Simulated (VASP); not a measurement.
# Cu (I4/mmm) in VASP: single point with r2SCAN

Aim: the single point of Cu with r2SCAN.

Everything below comes from runs of VASP 6.6.1. Logs are shortened: lines on timing, memory, paths and dates and some standing lists are left out, and cuts for length are marked.

## 1. The cell of the first run

The structure is tetragonal, space group I4/mmm (No. 139). The conventional cell has a = 2.805 Å, b = 2.805 Å, c = 2.918 Å, α = 90.00°, β = 90.00°, γ = 90.00°. Within 3.3 Å of Cu (site symmetry 4/mmm) lie 14 Cu at 2.46 to 2.92 Å.

## 2. Single point, r2SCAN

Contents of POSCAR:

```
Cu
1.0
   -1.4024208023      1.4024208023      1.4591440870
    1.4024208023     -1.4024208023      1.4591440870
    1.4024208023      1.4024208023     -1.4591440870
Cu
1
Direct
    0.0000000000      0.0000000000      0.0000000000
```

Contents of INCAR.step1:

```
SYSTEM = Cu
PREC = Accurate ; ENCUT = 520
ISMEAR = 0 ; SIGMA = 0.15
LREAL = .False. ; LASPH = .True.
NELM = 80 ; NBANDS = 12
GGA = PE ; ALGO = Normal
EDIFF = 1E-4 ; LWAVE = .True.
LCHARG = .False.
```

Contents of INCAR.step2:

```
SYSTEM = Cu
PREC = Accurate ; ENCUT = 520
EDIFF = 1E-6 ; ISMEAR = 0
SIGMA = 0.15 ; LREAL = .False.
LASPH = .True. ; NELM = 80
ALGO = Normal ; ISIF = 2
LWAVE = .False. ; LCHARG = .True.
METAGGA = R2SCAN ; LMIXTAU = .True.
LELF = .True. ; LVHAR = .True.
NBANDS = 12 ; ISTART = 1
```

Contents of KPOINTS:

```
Automatic mesh
0
Gamma
  32 32 32
  0 0 0
```

Potentials or basis: VASP PAW PBE potentials, release 64 (Cu).

On the command line:

```
$ cat potpaw_PBE.64/Cu/POTCAR > POTCAR
$ cp INCAR.step1 INCAR
$ mpirun -np 1 vasp_std > vasp.out
$ cp INCAR.step2 INCAR
$ mpirun -np 1 vasp_std > vasp.out
```

OUTCAR:

```text
SYSTEM = Cu
   PREC = Accurate
   ENCUT = 520
   EDIFF = 1E-6
   ISMEAR = 0
   LREAL = .False.
   LASPH = .True.
   NELM = 80
   ISIF = 2
   METAGGA = R2SCAN
   ISTART = 1

 ion  position               nearest neighbor table
   1  0.000  0.000  0.000-

  LATTYP: Found a body centered tetragonal cell.
 ALAT       =     2.8048416046
 C/A-ratio  =     1.0404466938

  Lattice vectors:

 A1 = (  -1.4024208023,   1.4024208023,   1.4591440870)
 A2 = (   1.4024208023,  -1.4024208023,   1.4591440870)
 A3 = (   1.4024208023,   1.4024208023,  -1.4591440870)

Analysis of symmetry for initial positions (statically):
=====================================================================
 Subroutine PRICEL returns:
 Original cell was already a primitive cell.

 Routine SETGRP: Setting up the symmetry group for a
 body centered tetragonal supercell.

 Subroutine GETGRP returns: Found 16 space group operations
 (whereof 16 operations were pure point group operations)
 out of a pool of 16 trial point group operations.

The static configuration has the point symmetry D_4h.

Analysis of symmetry for dynamics (positions and initial velocities):
=====================================================================
 Subroutine PRICEL returns:
 Original cell was already a primitive cell.

 Routine SETGRP: Setting up the symmetry group for a
 body centered tetragonal supercell.

 Subroutine GETGRP returns: Found 16 space group operations
 (whereof 16 operations were pure point group operations)
 out of a pool of 16 trial point group operations.

The dynamic configuration has the point symmetry D_4h.

 Subroutine INISYM returns: Found 16 space group operations
 (whereof 16 operations are pure point group operations),
 and found     1 'primitive' translations

----------------------------------------------------------------------------------------

                                     Primitive cell

  volume of cell :      11.4793

  direct lattice vectors                    reciprocal lattice vectors
    -1.402420802  1.402420802  1.459144087     0.000000000  0.356526372  0.342666639
     1.402420802 -1.402420802  1.459144087     0.356526372  0.000000000  0.342666639
     1.402420802  1.402420802 -1.459144087     0.356526372  0.356526372  0.000000000

  length of vectors
     2.462248907  2.462248907  2.462248907     0.494501243  0.494501243  0.504204430

  position of ions in fractional coordinates (direct lattice)
     0.000000000  0.000000000  0.000000000

  ion indices of the primitive-cell ions
   primitive index   ion index
                 1           1

----------------------------------------------------------------------------------------

 KPOINTS: Automatic mesh

Automatic generation of k-mesh.
 Grid dimensions read from file:
 generate k-points for:   32   32   32

 Generating k-lattice:

  Cartesian coordinates                     Fractional coordinates (reciprocal lattice)
     0.000000000  0.011141449  0.010708332     0.031250000  0.000000000  0.000000000
     0.011141449  0.000000000  0.010708332     0.000000000  0.031250000  0.000000000
     0.011141449  0.011141449  0.000000000     0.000000000  0.000000000  0.031250000

  Length of vectors
     0.015453164  0.015453164  0.015756388

  Shift w.r.t. Gamma in fractional coordinates (k-lattice)
     0.000000000  0.000000000  0.000000000

 Subroutine IBZKPT returns following result:
 ===========================================

 Found   2393 irreducible k-points:

 Following reciprocal coordinates:
            Coordinates               Weight
  0.000000  0.000000  0.000000      1.000000
  0.031250 -0.000000  0.000000      8.000000
  0.062500 -0.000000  0.000000      8.000000
  0.093750  0.000000  0.000000      8.000000
  0.125000 -0.000000  0.000000      8.000000
  0.156250 -0.000000  0.000000      8.000000
[... 16 lines left out ...]
  0.187500  0.031250  0.000000     16.000000
  0.218750  0.031250  0.000000     16.000000
 [... further k-points ...]
   k-points           NKPTS =   2393   k-points in BZ     NKDIM =   2393   number of bands    NBANDS=     12
   number of dos      NEDOS =    301   number of ions     NIONS =      1
   total plane-waves  NPLWV =   5832
   dimension x,y,z NGX =    18 NGY =   18 NGZ =   18
   dimension x,y,z NGXF=    36 NGYF=   36 NGZF=   36
   ions per type =               1
   NGX,Y,Z   is equivalent  to a cutoff of  12.15, 12.15, 12.15 a.u.
   NGXF,Y,Z  is equivalent  to a cutoff of  24.31, 24.31, 24.31 a.u.
 SYSTEM =  Cu
   PREC   = accura    normal or accurate (medium, high low for compatibility)
   ISTART =      1    job   : 0-new  1-cont  2-samecut
   ICHARG =      0    charge: 1-file 2-atom 10-const
   ISPIN  =      1    spin polarized calculation?
   LNONCOLLINEAR =      F non collinear calculations
   LSORBIT =      F    spin-orbit coupling
   LASPH  =      T    aspherical Exc in radial PAW
   ENCUT  =  520.0 eV  38.22 Ry    6.18 a.u.   4.58  4.58  4.58*2*pi/ulx,y,z
   NELM   =     80;   NELMIN=  2; NELMDL=  0     # of ELM steps
   EDIFF  = 0.1E-05   stopping-criterion for ELM
   LREAL  =      F    real-space projection
   EDIFFG = 0.1E-04   stopping-criterion for IOM
   NSW    =      0    number of steps for IOM
   IBRION =     -1    ionic relax: 0-MD 1-quasi-New 2-CG
   NFREE  =      0    steps in history (QN), initial steepest desc. (CG)
   ISIF   =      2    stress and relaxation
   ISYM   =      2    0-nonsym 1-usesym 2-fastsym
   POTIM  = 0.5000    time-step for ionic-motion
   TEBEG  =    0.0;   TEEND  =   0.0 temperature during run
   PSTRESS=    0.0 pullay stress
   NELECT =      11.0000    total number of electrons
   NUPDOWN=      -1.0000    fix difference up-down
   EMIN   =  10.00;   EMAX   =-10.00  energy-range for DOS
   EFERMI =   0.00;   METHOD = LEGACY
   ISMEAR =     0;   SIGMA  =   0.15  broadening in eV -4-tet -1-fermi 0-gaus
   EFERMI_NEDOS =   21; number of points for ismear=-14 and -15
   IALGO  =     38    algorithm
   IMIX   =      4    mixing-type and parameters
     AMIX     =   0.40;   BMIX     =  1.00
     AMIX_MAG =   1.60;   BMIX_MAG =  1.00
  volume/ion in A,a.u.               =      11.48        77.47
  Fermi-wavevector in a.u.,A,eV,Ry     =   1.613990  3.049998 35.442672  2.604963
  Thomas-Fermi vector in A             =   2.708971
   LORBIT       =      0    0 simple, 1 ext, 2 COOP (PROOUT), +10 PAW based schemes
   METAGGA = R2SCAN    functional components
   LHFCALC =     F    Hartree Fock is set to
   AEXX    =    0.0000 exact exchange contribution
   IVDW    =     0    specifies the selected vdW correction
   LEPSILON=     F    determine dielectric tensor
   LRPA    =     F    only Hartree local field effects (RPA)
 non-spin polarized calculation
 Gauss-broadening in eV      SIGMA  =   0.15
  energy-cutoff  :      520.00
  volume of cell :       11.48
 maximum number of plane-waves:       329
   NGX =  9   NGY =  9   NGZ =  9

 number of electron      10.9999992 magnetization

 Free energy of the ion-electron system (eV)
  ---------------------------------------------------
  ext. energy  EPLUGINS =         0.00000000
  ---------------------------------------------------
  free energy    TOTEN  =       -10.79288610 eV

  energy without entropy =      -10.78903507  energy(sigma->0) =      -10.79096058

 E-fermi :   7.7522     XC(G=0): -13.9412

 val. band max:        7.7516816084   @ k =  -0.3125  -0.3125   0.2500
 cond. band min:       7.7524599901   @ k =   0.4688   0.0625   0.0312
 fundamental gap:      0.0007783818
 Fermi energy:         7.7522452641

 k-point     1 :       0.0000    0.0000    0.0000
  band No.  band energies     occupation
      1      -2.1397      2.00000
      2       4.3989      2.00000
      3       4.3991      2.00000
      4       4.5497      2.00000
      5       5.4117      2.00000
      6       5.5664      2.00000
      7      33.4832      0.00000
      8      34.3207      0.00000
      9      34.3208      0.00000
     10      37.6008      0.00000
     11      37.9932      0.00000
     12      38.7569      0.00000

 k-point     2 :       0.0312   -0.0000    0.0000
  band No.  band energies     occupation
      1      -2.1002      2.00000
      2       4.3991      2.00000
      3       4.4030      2.00000
      4       4.5535      2.00000
      5       5.4066      2.00000
      6       5.5639      2.00000
      7      33.1762      0.00000
      8      34.0379      0.00000
      9      34.2091      0.00000
     10      36.9533      0.00000
     11      37.6327      0.00000
     12      37.8398      0.00000

 k-point     3 :       0.0625   -0.0000    0.0000
  band No.  band energies     occupation
      1      -1.9819      2.00000
      2       4.3987      2.00000
      3       4.4057      2.00000
      4       4.5744      2.00000
      5       5.3915      2.00000
      6       5.5576      2.00000
      7      32.0690      0.00000
      8      33.6235      0.00000
      9      33.9141      0.00000
     10      36.3004      0.00000
     11      36.7472      0.00000
     12      36.9587      0.00000
[... 286 lines left out ...]
 k-point    23 :       0.1875    0.0312    0.0000
  band No.  band energies     occupation
      1      -0.5222      2.00000
      2       4.2089      2.00000
      3       4.3404      2.00000
      4       5.0780      2.00000
      5       5.2714      2.00000
      6       5.5445      2.00000
      7      24.4746      0.00000
      8      29.7557      0.00000
      9      31.4258      0.00000
     10      32.9701      0.00000
     11      35.3361      0.00000
     12      37.3731      0.00000

 k-point    24 :       0.2187    0.0312    0.0000
  band No.  band energies     occupation
      1      -0.0369      2.00000
      2       4.1409      2.00000
      3       4.3250      2.00000
      4       5.2449      2.00000
      5       5.2728      2.00000
      6       5.5457      2.00000
      7      22.7713      0.00000
      8      29.1076      0.00000
      9      30.6227      0.00000
     10      32.5549      0.00000
     11      35.0053      0.00000
     12      38.0066      0.00000

 [... further k-points ...]

------------------------ aborting loop because EDIFF is reached ----------------------------------------

  FORCE on cell =-STRESS in cart. coord.  units (eV):
  Direction    XX          YY          ZZ          XY          YZ          ZX
  --------------------------------------------------------------------------------------
  -------------------------------------------------------------------------------------
  Total        0.0331127      0.0331127      0.0797054      0.0000000     -0.0000000      0.0000000
  in kB        4.6215762      4.6215762     11.1245727      0.0000000     -0.0000000      0.0000000
  external PRESSURE =       6.7892417 kB  Pullay stress =       0.0000000 kB

 VOLUME and BASIS-vectors are now :
 -----------------------------------------------------------------------------
  energy-cutoff  :      520.00
  volume of cell :       11.48
      direct lattice vectors                 reciprocal lattice vectors
    -1.402420802  1.402420802  1.459144087     0.000000000  0.356526372  0.342666639
     1.402420802 -1.402420802  1.459144087     0.356526372  0.000000000  0.342666639
     1.402420802  1.402420802 -1.459144087     0.356526372  0.356526372  0.000000000

 POSITION                                       TOTAL-FORCE (eV/Angst)
 -----------------------------------------------------------------------------------
      0.00000      0.00000      0.00000        -0.000000      0.000000      0.000000
 -----------------------------------------------------------------------------------
    total drift:                                0.000000     -0.000000      0.000000

  FREE ENERGIE OF THE ION-ELECTRON SYSTEM (eV)
  ---------------------------------------------------
  free  energy   TOTEN  =       -10.7928860956 eV

  energy  without entropy=      -10.7890350741  energy(sigma->0) =      -10.79096058
```

It took 16 min on 1 thread of Oxide Virtual Turin-like, shared host; peak memory 0.37 GiB.

What came out:

```yaml
Free_energy: -10.7929 eV
Pressure: 0.7 GPa
Band_gap_on_the_k_mesh: zero (an odd number of electrons rules out a gap without spin polarisation)
```

Caveat: the PAW data sets were made with another functional, which shifts forces and pressure a little.
